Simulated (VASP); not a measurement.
# H (I4/mmm) in VASP: notebook, part 2 of 2

VASP 6.6.1.

### Step 3. Vibrations by perturbation theory, PBE

This run uses another cell than the first one, of 4.05 Å³/atom, 1.136 times its volume.

INCAR

```
SYSTEM = H
PREC = Accurate
ENCUT = 500
EDIFF = 1E-8
ISMEAR = 0
SIGMA = 0.01
LREAL = .False.
LASPH = .True.
NELM = 120
ALGO = Normal
ISIF = 2
LWAVE = .False.
LCHARG = .True.
GGA = PE
NBANDS = 8
IBRION = 8
NSW = 1
LEPSILON = .True.
GGA_COMPAT = .False.
```

KPOINTS

```
regular mesh
0
Gamma
  8 8 8
  0 0 0
```

POSCAR

```
H
1.0
   -1.1266224347      1.1266224347      1.5953488946
    1.1266224347     -1.1266224347      1.5953488946
    1.1266224347      1.1266224347     -1.5953488946
H
2
Direct
    0.8840150618      0.8840150618      0.0000000000
    0.1159849382      0.1159849382      0.0000000000
```

Potentials or basis: VASP PAW PBE potentials, release 64 (H).

On the command line:

```console
$ cat potpaw_PBE.64/H/POTCAR > POTCAR
$ mpirun -np 1 vasp_std > vasp.out
```

OUTCAR:

```text
SYSTEM = H
   PREC = Accurate
   ENCUT = 500
   EDIFF = 1E-8
   ISMEAR = 0
   LREAL = .False.
   LASPH = .True.
   NELM = 120
   ISIF = 2
   GGA = PE
   IBRION = 8
   NSW = 1
   LEPSILON = .True.

 ion  position               nearest neighbor table
   1  0.884  0.884  0.000-   2 0.74
   2  0.116  0.116  0.000-   1 0.74

  LATTYP: Found a body centered tetragonal cell.
 ALAT       =     2.2532448694
 C/A-ratio  =     1.4160457359

  Lattice vectors:

 A1 = (  -1.1266224347,   1.1266224347,   1.5953488946)
 A2 = (   1.1266224347,  -1.1266224347,   1.5953488946)
 A3 = (   1.1266224347,   1.1266224347,  -1.5953488946)

Analysis of symmetry for initial positions (statically):
=====================================================================
 Subroutine PRICEL returns:
 Original cell was already a primitive cell.

 Routine SETGRP: Setting up the symmetry group for a
 body centered tetragonal supercell.

 Subroutine GETGRP returns: Found 16 space group operations
 (whereof 16 operations were pure point group operations)
 out of a pool of 16 trial point group operations.

The static configuration has the point symmetry D_4h.

Analysis of symmetry for dynamics (positions and initial velocities):
=====================================================================
 Subroutine PRICEL returns:
 Original cell was already a primitive cell.

 Routine SETGRP: Setting up the symmetry group for a
 body centered tetragonal supercell.

 Subroutine GETGRP returns: Found 16 space group operations
 (whereof 16 operations were pure point group operations)
 out of a pool of 16 trial point group operations.

The dynamic configuration has the point symmetry D_4h.

 Subroutine INISYM returns: Found 16 space group operations
 (whereof 16 operations are pure point group operations),
 and found     1 'primitive' translations

----------------------------------------------------------------------------------------

                                     Primitive cell

  volume of cell :       8.0998

  direct lattice vectors                    reciprocal lattice vectors
    -1.126622435  1.126622435  1.595348895     0.000000000  0.443804406  0.313411067
     1.126622435 -1.126622435  1.595348895     0.443804406  0.000000000  0.313411067
     1.126622435  1.126622435 -1.595348895     0.443804406  0.443804406  0.000000000

  length of vectors
     2.254704929  2.254704929  2.254704929     0.543312845  0.543312845  0.627634209

  position of ions in fractional coordinates (direct lattice)
     0.884015062  0.884015062  0.000000000
[... 458 lines left out ...]

--------------------------------------- Ionic step        4  -------------------------------------------

------------------------ aborting loop because EDIFF is reached ----------------------------------------

[... ionic steps 5 to 5 ...]

--------------------------------------- Ionic step        6  -------------------------------------------

 Free energy of the ion-electron system (eV)
  ---------------------------------------------------
  ---------------------------------------------------
  free energy    TOTEN  =        -0.01971058 eV

  energy without entropy =       -0.01971058

------------------------ aborting loop because EDIFF is reached ----------------------------------------

 INTERNAL STRAIN TENSOR  FOR ION    1  DIRECTION 3   (eV/Angst):
 -----------------------------------------------------------------------------
    -0.58211  0.00000  0.00000
     0.00000 -0.58211 -0.00000
     0.00000  0.00000 24.86822

 MACROSCOPIC STATIC DIELECTRIC TENSOR (including local field effects in DFT)
 ------------------------------------------------------
           2.601445     0.000000     0.000000
           0.000000     2.601445    -0.000000
          -0.000000     0.000000     3.602225
 ------------------------------------------------------

 PIEZOELECTRIC TENSOR (including local field effects)  for field in x, y, z        (e  Angst)
          XX          YY          ZZ          XY          YZ          ZX
  --------------------------------------------------------------------------------
  x     0.00000     0.00000     0.00000     0.00000     0.00000     0.00000
  y     0.00000     0.00000     0.00000     0.00000     0.00000     0.00000
  z     0.00000     0.00000     0.00000     0.00000     0.00000     0.00000

 PIEZOELECTRIC TENSOR (including local field effects)  for field in x, y, z        (C/m^2)
          XX          YY          ZZ          XY          YZ          ZX
  --------------------------------------------------------------------------------
  x     0.00000     0.00000     0.00000     0.00000     0.00000     0.00000
  y     0.00000     0.00000     0.00000     0.00000     0.00000     0.00000
  z     0.00000     0.00000     0.00000     0.00000     0.00000     0.00000

 BORN EFFECTIVE CHARGES (including local field effects) (in |e|, cummulative output)
 ---------------------------------------------------------------------------------
 ion    1
    1     0.00000     0.00000     0.00000
    2     0.00000     0.00000     0.00000
    3     0.00000     0.00000     0.00000
 ion    2
    1     0.00000     0.00000     0.00000
    2     0.00000     0.00000     0.00000
    3     0.00000     0.00000     0.00000

 INTERNAL STRAIN TENSOR FOR ION    2 for displacements in x,y,z  (eV/Angst):
          X           Y           Z          XY          YZ          ZX
  --------------------------------------------------------------------------------
  x     0.00000     0.00000     0.00000     0.00000     0.00000     0.01457
  y     0.00000     0.00000     0.00000     0.00000     0.02232     0.00000
  z     0.58211     0.58211   -24.86822     0.00000     0.00000     0.00000

 SECOND DERIVATIVES (NOT SYMMETRIZED)
 ------------------------------------
               1X          1Y          1Z          2X          2Y          2Z
  1X    -0.245736    0.000000    0.000000    0.245736    0.000000    0.000000
  1Y     0.000000   -0.245736    0.000000    0.000000    0.245736   -0.000000
  1Z     0.000000    0.000000  -34.605504    0.000000    0.000000   34.605504
  2X     0.245736    0.000000    0.000000   -0.245736    0.000000    0.000000
  2Y     0.000000    0.245736   -0.000000    0.000000   -0.245736    0.000000
  2Z     0.000000    0.000000   34.605504    0.000000    0.000000  -34.605504

 Eigenvectors and eigenvalues of the dynamical matrix
 ----------------------------------------------------

   1 f  =  130.058372 THz   817.180853 2PiTHz 4338.280324 cm-1   537.877966 meV
             X         Y         Z           dx          dy          dz
      0.000000  0.000000  2.820625     0.000000    0.000000    0.707107
      0.000000  0.000000  0.370073     0.000000   -0.000000   -0.707107
[... 16 lines left out ...]
   5 f  =    0.000000 THz     0.000000 2PiTHz    0.000000 cm-1     0.000000 meV
             X         Y         Z           dx          dy          dz
      0.000000  0.000000  2.820625     0.707107    0.000000    0.000000
      0.000000  0.000000  0.370073     0.707107    0.000000    0.000000

   6 f/i=    0.000001 THz     0.000004 2PiTHz    0.000022 cm-1     0.000003 meV
             X         Y         Z           dx          dy          dz
      0.000000  0.000000  2.820625     0.000000   -0.664584   -0.241511
      0.000000  0.000000  0.370073     0.000000   -0.664584   -0.241511

--------------------------------------------------------------------------------------------------------

 MACROSCOPIC STATIC DIELECTRIC TENSOR IONIC CONTRIBUTION
 ------------------------------------------------------
           0.000000     0.000000     0.000000
           0.000000     0.000000     0.000000
           0.000000     0.000000     0.000000
 ------------------------------------------------------

 ELASTIC MODULI CONTR FROM IONIC RELAXATION (kBar)
 Direction    XX          YY          ZZ          XY          YZ          ZX
 --------------------------------------------------------------------------------
 XX          -1.9369     -1.9369     82.7449      0.0000      0.0000      0.0000
 YY          -1.9369     -1.9369     82.7449      0.0000      0.0000      0.0000
 ZZ          82.7449     82.7449  -3534.9424      0.0000     -0.0000      0.0000
 XY           0.0000      0.0000      0.0000      0.0000      0.0000      0.0000
 YZ           0.0000      0.0000     -0.0000      0.0000     -0.4011      0.0000
 ZX           0.0000      0.0000      0.0000      0.0000      0.0000     -0.1709
 --------------------------------------------------------------------------------

 PIEZOELECTRIC TENSOR IONIC CONTR  for field in x, y, z        (C/m^2)
          XX          YY          ZZ          XY          YZ          ZX
  --------------------------------------------------------------------------------
  x     0.00000     0.00000     0.00000     0.00000     0.00000     0.00000
  y     0.00000     0.00000     0.00000     0.00000     0.00000     0.00000
  z     0.00000     0.00000     0.00000     0.00000     0.00000     0.00000
```

Wall time 36 s (1 thread of AMD EPYC 9R45 (Zen 5), shared host); peak memory 0.1 GiB.

What came out:

```
Electronic dielectric tensor (diagonal) : 2.60, 2.60, 3.60
Born charges (mean of the diagonal)     : H +0.00 e
Highest phonon frequency at Γ           : 4338 cm⁻¹
```

Phonon frequencies in cm⁻¹ (negative: imaginary):
```csv
q point,frequencies
"(0.000, 0.000, 0.000)",0 0 0 366 366 4338
```

Electronic dielectric tensor:
```
2.60 0.00 0.00
0.00 2.60 0.00
0.00 0.00 3.60
```

Born effective charge tensors (e):
atom 1, H
```
0.00 0.00 0.00
0.00 0.00 0.00
0.00 0.00 0.00
```
atom 2, H
```
0.00 0.00 0.00
0.00 0.00 0.00
0.00 0.00 0.00
```

Caveat: the k points lie up to 0.49 Å⁻¹ apart; the cell wasn't relaxed at this level first, which shifts response properties.

### Step 4. Vibrations by perturbation theory, PBE

This run uses another cell than the first one, of 4.70 Å³/atom, 1.318 times its volume.

INCAR

```
PREC     = Accurate       # precision mode
ENCUT    = 500            # plane-wave cutoff, eV
EDIFF    = 1E-8           # SCF threshold, eV
ISMEAR   = 0              # smearing method
SIGMA    = 0.01           # smearing width, eV
LREAL    = F              # projectors in reciprocal space
LASPH    = T              # aspherical terms in the spheres
NELM     = 120            # most SCF steps
ALGO     = Normal         # electronic algorithm
ISIF     = 2              # what is computed and relaxed
LWAVE    = F              # write WAVECAR
LCHARG   = F              # write CHGCAR
GGA      = PE             # functional
IBRION   = 8              # ionic algorithm
NSW      = 1              # ionic steps
LEPSILON = T              # dielectric tensor by DFPT
GGA_COMPAT= F
```

KPOINTS

```
Automatic mesh
0
Gamma
  8 8 8
```

POSCAR

```
H
1.0
   -1.1859625152      1.1859625152      1.6704834817
    1.1859625152     -1.1859625152      1.6704834817
    1.1859625152      1.1859625152     -1.6704834817
H
2
Direct
    0.8888813905      0.8888813905      0.0000000000
    0.1111186095      0.1111186095      0.0000000000
```

Potentials or basis: VASP PAW PBE potentials, release 64 (H).

On the command line:

```console
$ cat potpaw_PBE.64/H/POTCAR > POTCAR
$ mpirun -np 1 vasp_std > vasp.out
```

OUTCAR:

```text
PREC = Accurate
   ENCUT = 500
   EDIFF = 1E-8
   ISMEAR = 0
   LREAL = F
   LASPH = T
   NELM = 120
   ISIF = 2
   GGA = PE
   IBRION = 8
   NSW = 1
   LEPSILON = T

 ion  position               nearest neighbor table
   1  0.889  0.889  0.000-   2 0.74
   2  0.111  0.111  0.000-   1 0.74

  LATTYP: Found a body centered tetragonal cell.
 ALAT       =     2.3719250304
[... 541 lines left out ...]
      0.000000  0.000000  2.969723    -0.706620    0.026238   -0.000000
      0.000000  0.000000  0.371244    -0.706620    0.026238    0.000000

   6 f/i=    0.000000 THz     0.000003 2PiTHz    0.000015 cm-1     0.000002 meV
             X         Y         Z           dx          dy          dz
      0.000000  0.000000  2.969723     0.026238    0.706620   -0.000000
      0.000000  0.000000  0.371244     0.026238    0.706620    0.000000

--------------------------------------------------------------------------------------------------------

 MACROSCOPIC STATIC DIELECTRIC TENSOR IONIC CONTRIBUTION
 ------------------------------------------------------
           0.000000     0.000000     0.000000
           0.000000     0.000000     0.000000
           0.000000     0.000000     0.000000
 ------------------------------------------------------

 ELASTIC MODULI CONTR FROM IONIC RELAXATION (kBar)
 Direction    XX          YY          ZZ          XY          YZ          ZX
 --------------------------------------------------------------------------------
 XX          -1.2561     -1.2561     62.3919      0.0000      0.0000     -0.0000
 YY          -1.2561     -1.2561     62.3919      0.0000      0.0000     -0.0000
 ZZ          62.3919     62.3919  -3098.9947      0.0000     -0.0000      0.0000
 XY           0.0000      0.0000      0.0000      0.0000      0.0000      0.0000
 YZ           0.0000      0.0000     -0.0000      0.0000     -0.0157     -0.0000
 ZX          -0.0000     -0.0000      0.0000      0.0000     -0.0000     -0.0025
 --------------------------------------------------------------------------------

 PIEZOELECTRIC TENSOR IONIC CONTR  for field in x, y, z        (C/m^2)
          XX          YY          ZZ          XY          YZ          ZX
  --------------------------------------------------------------------------------
  x     0.00000     0.00000     0.00000     0.00000     0.00000     0.00000
  y     0.00000     0.00000     0.00000     0.00000     0.00000     0.00000
  z     0.00000     0.00000     0.00000     0.00000     0.00000     0.00000
```

stdout:

```text
POSCAR found type information on POSCAR H
 POSCAR found :  1 types and       2 ions
 scaLAPACK will be used
 LDA part: xc-table for (Slater+PW92), standard interpolation
 POSCAR, INCAR and KPOINTS ok, starting setup
 FFT: planning ... GRIDC
 FFT: planning ... GRID_SOFT
 FFT: planning ... GRID
 WAVECAR not read
 entering main loop
[... 24 lines left out ...]
 dielectric tensor                  component  3 :     0.692     0.760     3.085
 Linear response DOF=           2
 Linear response progress:
 first order change of Fermi-energy  -0.96547E-04
 force on displaced ion       1 direction 1 :  -0.201  -0.000  -0.001
 Born effective charge ion    1 direction 1 :   0.000   0.000  -0.000
 Linear response progress:
 first order change of Fermi-energy  -0.37908E+01
 force on displaced ion       1 direction 3 :  -0.000  -0.000 -34.640
 Born effective charge ion    1 direction 3 :   0.000   0.000   0.000
 Born effective charges drift removed
 Linear response finished
```

Run time: 36 s. Hardware: 1 thread of AMD EPYC 9R45 (Zen 5), shared host; peak memory 0.09 GiB.

Results:

```yaml
Electronic_dielectric_tensor_diagonal: 2.33, 2.33, 3.08
Born_charges_mean_of_the_diagonal: H +0.00 e
Highest_phonon_frequency_at_Γ: 4340 cm⁻¹
```

Phonon frequencies in cm⁻¹ (negative: imaginary):
```tsv
q point	frequencies
(0.000, 0.000, 0.000)	0 0 0 330 330 4340
```

Electronic dielectric tensor:
```
2.33 0.00 0.00
0.00 2.33 0.00
0.00 0.00 3.08
```

Born effective charge tensors (e):
atom 1, H
```
0.00 0.00 0.00
0.00 0.00 0.00
0.00 0.00 0.00
```
atom 2, H
```
0.00 0.00 0.00
0.00 0.00 0.00
0.00 0.00 0.00
```

Caveat: the k points lie up to 0.47 Å⁻¹ apart; the cell wasn't relaxed at this level first, which shifts response properties.
